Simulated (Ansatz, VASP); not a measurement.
One calculation of TaN, two programs

INCAR

```
SYSTEM = TaN
PREC     = Accurate       ! precision mode
ENCUT    = 600            ! plane-wave cutoff, eV
EDIFF    = 1E-6           ! SCF threshold, eV
ISMEAR   = -1             ! smearing method
SIGMA    = 0.03           ! smearing width, eV
LREAL    = .False.        ! projectors in reciprocal space
LASPH    = .True.         ! aspherical terms in the spheres
NELM     = 120            ! most SCF steps
ALGO     = Normal         ! electronic algorithm
ISIF     = 2              ! what is computed and relaxed
LWAVE    = .False.        ! write WAVECAR
LCHARG   = .True.         ! write CHGCAR
LELF     = .True.         ! ELF
LVHAR    = .True.       
NBANDS   = 24             ! bands
GGA_COMPAT= .False.
```

File KPOINTS:

```
Automatic mesh
0
Gamma
  9 9 5
  0 0 0
```

Contents of POSCAR:

```
TaN
1.0
    3.0195010796      0.0000000000      0.0000000000
   -1.5097505398      2.6149646417      0.0000000000
    0.0000000000      0.0000000000      4.9400000000
Ta N
2 2
Direct
    0.3333333333      0.6666666667      0.0000000000
    0.6666666667      0.3333333333      0.5000000000
    0.3333333333      0.6666666667      0.3850000000
    0.6666666667      0.3333333333      0.8850000000
```

Input for Ansatz:

```yaml
crystal:
  lattice:
    - [3.0195010796, 0.0, 0.0]
    - [-1.5097505398, 2.6149646417, 0.0]
    - [0.0, 0.0, 4.94]
  atoms:
    - { symbol: Ta, position: [0.3333333333, 0.6666666667, 0.0] }
    - { symbol: Ta, position: [0.6666666667, 0.3333333333, 0.5] }
    - { symbol: "N", position: [0.3333333333, 0.6666666667, 0.385] }
    - { symbol: "N", position: [0.6666666667, 0.3333333333, 0.885] }
kpoints:
  mp_grid: { grid: [9, 9, 5] }
  band_path:
    path:
      - [0.0, 0.0, 0.0]
      - [0.5, 0.0, 0.0]
      - [0.3333333333, 0.3333333333, 0.0]
      - [0.0, 0.0, 0.0]
      - [0.0, 0.0, 0.5]
      - [0.5, 0.0, 0.5]
      - [0.3333333333, 0.3333333333, 0.5]
      - [0.0, 0.0, 0.5]
      - [0.5, 0.0, 0.5]
    npoints: 5
scf:
  occupations: { method: fermi_dirac, width: 0.03 }
hamiltonian:
  xc: lda
  pseudopotentials: { kind: all_electron, lapw: { basis_error: 0.001 } }
output:
  forces: true
  stress: true
  eigenvalues: true
```

Change from the starting cell: equal xx and yy strain of -1 %.

Alike in both runs: task single point; functional LDA; k mesh 9 × 9 × 5; occupations fermi-dirac, width 0.03 eV; no spin polarisation.

```csv
,VASP,Ansatz
version,VASP 6.6.1,Ansatz 0.2.0
potentials or method,"VASP PAW LDA potentials, release 64 (Ta_pv, N), cutoff 600 eV","all-electron LAPW, scalar-relativistic"
```

```tsv
	VASP	Ansatz	Ansatz less VASP
pressure (GPa)	137.7	130.7	-7.07
traceless stress, the component that is largest in VASP (GPa)	-22.30	-21.36	+0.947
rms of the force components (eV/Å)	1.646	1.617	-0.0287
```

LDA's correlation is that of Perdew and Zunger in VASP and of Perdew and Wang (1992) in Ansatz. Atom by atom the forces differ by 0.029 eV/Å (rms over components). Both programs put the cell under a high pressure, so it lies far from rest at this level. Ansatz ran all-electron here, and VASP with PAW potentials.

Spin-orbit coupling is off throughout. Noted on VASP's run: the cell as given lies far from equilibrium.
